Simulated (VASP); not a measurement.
# GeCN2 (R-3m) in VASP: further runs

GeCN2 is run at these levels: PBE; tasks: single point.

All numbers are computed with VASP 6.6.1; they aren't measurements. Logs are shortened: lines on timing, memory, paths and dates and some standing lists are left out, and cuts for length are marked.

## 1. The cell of the first run

It takes space group R-3m (No. 166, trigonal). The conventional cell has a = 3.588 Å, b = 3.588 Å, c = 14.766 Å, α = 90.00°, β = 90.00°, γ = 120.00°. Within 3.3 Å of Ge (site symmetry -3m) lie 6 N at 2.40 Å and 6 C at 3.22 Å. Within 1.7 Å of C (site symmetry -3m) lie 2 N at 1.24 Å. Within 1.7 Å of N (site symmetry 3m) lie 1 C at 1.24 Å.

## 2. Single point, PBE

The input, INCAR:

```
SYSTEM = GeCN2
ALGO = Normal
EDIFF = 1E-6
ENCUT = 520
GGA = PE
ISIF = 2
ISMEAR = 0
LASPH = .TRUE.
LCHARG = .FALSE.
LREAL = .FALSE.
LWAVE = .FALSE.
NBANDS = 22
NELM = 60
PREC = Accurate
SIGMA = 0.01
```

The input, KPOINTS:

```
k-points
0
G
  6 6 6
  0 0 0
```

The input, POSCAR:

```
GeCN2
1.0
    1.7937900000      1.0356450000      4.9219570000
   -1.7937900000      1.0356450000      4.9219570000
    0.0000000000     -2.0712910000      4.9219570000
Ge C N
1 1 2
Direct
    0.0000000000      0.0000000000      0.0000000000
    0.5000000000      0.5000000000      0.5000000000
    0.4160960000      0.4160960000      0.4160960000
    0.5839040000      0.5839040000      0.5839040000
```

Potentials or basis: VASP PAW PBE potentials, release 64 (Ge_d, C, N).

Command:

```sh
cat potpaw_PBE.64/Ge_d/POTCAR potpaw_PBE.64/C/POTCAR potpaw_PBE.64/N/POTCAR > POTCAR
mpirun -np 1 vasp_std > vasp.out
```

OUTCAR:

```text
SYSTEM = GeCN2
   EDIFF = 1E-6
   ENCUT = 520
   GGA = PE
   ISIF = 2
   ISMEAR = 0
   LASPH = .TRUE.
   LREAL = .FALSE.
   NELM = 60
   PREC = Accurate

 ion  position               nearest neighbor table
   1  0.000  0.000  0.000-
   2  0.500  0.500  0.500-   3 1.24   4 1.24
   3  0.416  0.416  0.416-   2 1.24
   4  0.584  0.584  0.584-   2 1.24

  LATTYP: Found a trigonal (rhomboedric) cell.
 ALAT       =     5.3400284494
 COS(alpha) =     0.7743235984

  Lattice vectors:

 A1 = (   1.7937900000,   1.0356450000,   4.9219570000)
 A2 = (  -1.7937900000,   1.0356450000,   4.9219570000)
 A3 = (   0.0000000000,  -2.0712910000,   4.9219570000)

Analysis of symmetry for initial positions (statically):
=====================================================================
 Subroutine PRICEL returns:
 Original cell was already a primitive cell.

 Routine SETGRP: Setting up the symmetry group for a
 trigonal (rhombohedral) supercell.

 Subroutine GETGRP returns: Found 12 space group operations
 (whereof 12 operations were pure point group operations)
 out of a pool of 12 trial point group operations.

The static configuration has the point symmetry D_3d.

Analysis of symmetry for dynamics (positions and initial velocities):
=====================================================================
 Subroutine PRICEL returns:
 Original cell was already a primitive cell.

 Routine SETGRP: Setting up the symmetry group for a
 trigonal (rhombohedral) supercell.

 Subroutine GETGRP returns: Found 12 space group operations
 (whereof 12 operations were pure point group operations)
 out of a pool of 12 trial point group operations.

The dynamic configuration has the point symmetry D_3d.

 Subroutine INISYM returns: Found 12 space group operations
 (whereof 12 operations are pure point group operations),
 and found     1 'primitive' translations

----------------------------------------------------------------------------------------

                                     Primitive cell

  volume of cell :      54.8620

  direct lattice vectors                    reciprocal lattice vectors
[... 80 lines left out ...]
   NGXF,Y,Z  is equivalent  to a cutoff of  24.91, 24.91, 24.91 a.u.
 SYSTEM =  GeCN2
   PREC   = accura    normal or accurate (medium, high low for compatibility)
   ISTART =      0    job   : 0-new  1-cont  2-samecut
   ICHARG =      2    charge: 1-file 2-atom 10-const
   ISPIN  =      1    spin polarized calculation?
   LNONCOLLINEAR =      F non collinear calculations
   LSORBIT =      F    spin-orbit coupling
   LASPH  =      T    aspherical Exc in radial PAW
   ENCUT  =  520.0 eV  38.22 Ry    6.18 a.u.   9.93  9.93  9.93*2*pi/ulx,y,z
   NELM   =     60;   NELMIN=  2; NELMDL= -5     # of ELM steps
   EDIFF  = 0.1E-05   stopping-criterion for ELM
   LREAL  =      F    real-space projection
   EDIFFG = 0.1E-04   stopping-criterion for IOM
   NSW    =      0    number of steps for IOM
   IBRION =     -1    ionic relax: 0-MD 1-quasi-New 2-CG
   NFREE  =      0    steps in history (QN), initial steepest desc. (CG)
   ISIF   =      2    stress and relaxation
   ISYM   =      2    0-nonsym 1-usesym 2-fastsym
   POTIM  = 0.5000    time-step for ionic-motion
   TEBEG  =    0.0;   TEEND  =   0.0 temperature during run
   PSTRESS=    0.0 pullay stress
   NELECT =      28.0000    total number of electrons
   NUPDOWN=      -1.0000    fix difference up-down
   EMIN   =  10.00;   EMAX   =-10.00  energy-range for DOS
   EFERMI =   0.00;   METHOD = LEGACY
   ISMEAR =     0;   SIGMA  =   0.01  broadening in eV -4-tet -1-fermi 0-gaus
   EFERMI_NEDOS =   21; number of points for ismear=-14 and -15
   IALGO  =     38    algorithm
   IMIX   =      4    mixing-type and parameters
     AMIX     =   0.40;   BMIX     =  1.00
     AMIX_MAG =   1.60;   BMIX_MAG =  1.00
  volume/ion in A,a.u.               =      13.72        92.56
  Fermi-wavevector in a.u.,A,eV,Ry     =   1.308289  2.472307 23.287996  1.711619
  Thomas-Fermi vector in A             =   2.438966
   LORBIT       =      0    0 simple, 1 ext, 2 COOP (PROOUT), +10 PAW based schemes
   GGA     = PE    functional components
   LHFCALC =     F    Hartree Fock is set to
   AEXX    =    0.0000 exact exchange contribution
   IVDW    =     0    specifies the selected vdW correction
   LEPSILON=     F    determine dielectric tensor
   LRPA    =     F    only Hartree local field effects (RPA)
 non-spin polarized calculation
 Gauss-broadening in eV      SIGMA  =   0.01
  energy-cutoff  :      520.00
  volume of cell :       54.86
 maximum number of plane-waves:      1503
   NGX = 19   NGY = 19   NGZ = 19

 number of electron      28.0000006 magnetization

 Free energy of the ion-electron system (eV)
  ---------------------------------------------------
  ext. energy  EPLUGINS =         0.00000000
  ---------------------------------------------------
  free energy    TOTEN  =       -29.16483577 eV

  energy without entropy =      -29.16483577  energy(sigma->0) =      -29.16483577

 E-fermi :   3.6689     XC(G=0):  -9.6733

 val. band max:        3.5579700080   @ k =   0.5000   0.5000   0.1667
 cond. band min:       4.6004157540   @ k =   0.5000   0.5000   0.5000
 fundamental gap:      1.0424457460
 Fermi energy:         3.6688908142

 k-point     1 :       0.0000    0.0000    0.0000
  band No.  band energies     occupation
      1     -21.2059      2.00000
      2     -21.2017      2.00000
      3     -21.2017      2.00000
      4     -21.1921      2.00000
      5     -21.1921      2.00000
      6     -15.7155      2.00000
[... 589 lines left out ...]
     21      13.3039      0.00000
     22      14.3927      0.00000

 [... further k-points ...]
[... 5 lines left out ...]
  --------------------------------------------------------------------------------------
  -------------------------------------------------------------------------------------
  Total       -0.0033926     -0.0033926      0.1533003      0.0000000     -0.0000000      0.0000000
  in kB       -0.0990771     -0.0990772      4.4769453      0.0000000     -0.0000003      0.0000000
  external PRESSURE =       1.4262637 kB  Pullay stress =       0.0000000 kB

 VOLUME and BASIS-vectors are now :
 -----------------------------------------------------------------------------
  energy-cutoff  :      520.00
  volume of cell :       54.86
      direct lattice vectors                 reciprocal lattice vectors
     1.793790000  1.035645000  4.921957000     0.278739429  0.160930254  0.067723750
    -1.793790000  1.035645000  4.921957000    -0.278739429  0.160930254  0.067723750
     0.000000000 -2.071291000  4.921957000     0.000000000 -0.321860508  0.067723718

 POSITION                                       TOTAL-FORCE (eV/Angst)
 -----------------------------------------------------------------------------------
      0.00000      0.00000      0.00000         0.000000      0.000000     -0.000000
      0.00000     -0.00000      7.38294         0.000000      0.000000     -0.000000
      0.00000     -0.00000      6.14402         0.000000      0.000000     -0.072613
      0.00000     -0.00000      8.62185         0.000000     -0.000000      0.072613
 -----------------------------------------------------------------------------------
    total drift:                                0.000000     -0.000000      0.000000

  FREE ENERGIE OF THE ION-ELECTRON SYSTEM (eV)
  ---------------------------------------------------
  free  energy   TOTEN  =       -29.1648357683 eV

  energy  without entropy=      -29.1648357683  energy(sigma->0) =      -29.16483577
```

OSZICAR:

```text
N       E                     dE             d eps       ncg     rms          rms(c)
DAV:   1     0.224834438415E+03    0.22483E+03   -0.13951E+04  1768   0.253E+03
DAV:   2     0.132936493605E+01   -0.22351E+03   -0.20817E+03  1620   0.683E+02
DAV:   3    -0.311302034693E+02   -0.32460E+02   -0.32091E+02  1720   0.141E+02
DAV:   4    -0.325210916051E+02   -0.13909E+01   -0.13901E+01  1558   0.322E+01
DAV:   5    -0.325523018579E+02   -0.31210E-01   -0.31209E-01  1762   0.523E+00    0.107E+01
DAV:   6    -0.292802968590E+02    0.32720E+01   -0.74475E+00  2010   0.224E+01    0.487E+00
DAV:   7    -0.291825908737E+02    0.97706E-01   -0.97550E-01  1728   0.605E+00    0.279E+00
DAV:   8    -0.291635963081E+02    0.18995E-01   -0.10165E-01  1612   0.254E+00    0.103E+00
DAV:   9    -0.291636873976E+02   -0.91090E-04   -0.11820E-02  1612   0.785E-01    0.211E-01
DAV:  10    -0.291646275369E+02   -0.94014E-03   -0.12973E-03  1576   0.322E-01    0.864E-02
DAV:  11    -0.291648254224E+02   -0.19789E-03   -0.28397E-04  1574   0.151E-01    0.142E-02
DAV:  12    -0.291648347383E+02   -0.93159E-05   -0.43091E-05  1802   0.922E-02    0.769E-03
DAV:  13    -0.291648359044E+02   -0.11661E-05   -0.54556E-06  1594   0.166E-02    0.414E-03
DAV:  14    -0.291648357683E+02    0.13608E-06   -0.78427E-07  1220   0.102E-02
   1 F= -.29164836E+02 E0= -.29164836E+02  d E =-.578130E-57
```

stdout:

```text
POSCAR found type information on POSCAR GeC N
 POSCAR found :  3 types and       4 ions
 scaLAPACK will be used
 LDA part: xc-table for (Slater+PW92), standard interpolation
 POSCAR, INCAR and KPOINTS ok, starting setup
 FFT: planning ... GRIDC
 FFT: planning ... GRID_SOFT
 FFT: planning ... GRID
 WAVECAR not read
 entering main loop
```

Wall time 67 s (1 thread of Intel Xeon 8259CL, shared host); peak memory 0.26 GiB.

What came out:

- Free energy: -29.1648 eV
- Pressure: 0.1 GPa
- Largest force: 0.073 eV/Å
- Band gap on the k mesh: 1.04 eV (least direct gap 2.04 eV)

Forces in eV/Å, atoms in the order of the input:
```
Ge   0.000  0.000  0.000
C    0.000  0.000  0.000
N    0.000  0.000 -0.073
N    0.000  0.000  0.073
```

Stress tensor (GPa, compression positive):
```
-0.01  0.00  0.00
 0.00 -0.01  0.00
 0.00  0.00  0.45
```

A k mesh can miss the band edges.

(Part 1 of 2 ends here.)
